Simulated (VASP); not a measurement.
Input of a VASP 6.6.1 run:

The input INCAR:

```
  PREC = Accurate
  ENCUT = 600
  EDIFF = 1E-6
  ISMEAR = -1
  SIGMA = 0.1
  LREAL = F
  LASPH = T
  NELM = 150
  ALGO = Normal
  ISIF = 3
  LWAVE = F
  LCHARG = F
  ISPIN = 2
  MAGMOM = 2.5 2.5
  LORBIT = 11
  LMAXMIX = 4
  GGA = RE
  IVDW = 12
  IBRION = 2
  NSW = 80
  EDIFFG = -0.01
```

KPOINTS

```
regular mesh
0
Gamma
  12 12 7
```

The input POSCAR:

```
Co
1.0
    2.5074000000      0.0000000000      0.0000000000
   -1.2537000000      2.1714700000      0.0000000000
    0.0000000000      0.0000000000      4.0699000000
Co
2
Direct
    0.3333333333      0.6666666667      0.2500000000
    0.6666666667      0.3333333333      0.7500000000
```

Potentials or basis: VASP PAW PBE potentials, release 64 (Co).

Run with:

```bash
$ cat potpaw_PBE.64/Co/POTCAR > POTCAR
$ mpirun -np 1 vasp_std > vasp.out
```

Q: Predict the space group after relaxing (to 0.1 Å).

A: P6_3/mmc (No. 194).

Q: Estimate the site moments.

A: Co +1.59 μB.

The path:
```tsv
step	energy change (eV)	largest force (eV/Å)	pressure (GPa)	volume (Å³)
1	0.0000	0.0000	-12.08	22.16
2	0.0074	0.0000	16.36	19.59
3	-0.0526	0.0000	-0.13	20.85
4	-0.0526	0.0000	0.12	20.83
5	-0.0526	0.0000	0.14	20.83
6	-0.0526	0.0000	0.16	20.83
7	-0.0526	0.0000	0.14	20.83
8	-0.0526	0.0000	0.17	20.83
9	-0.0526	0.0000	0.18	20.83
10	-0.0526	0.0000	-0.18	20.86
11	-0.0527	0.0000	0.00	20.84
```

Caveat: the PAW data sets were made with another functional, which shifts forces and pressure a little.
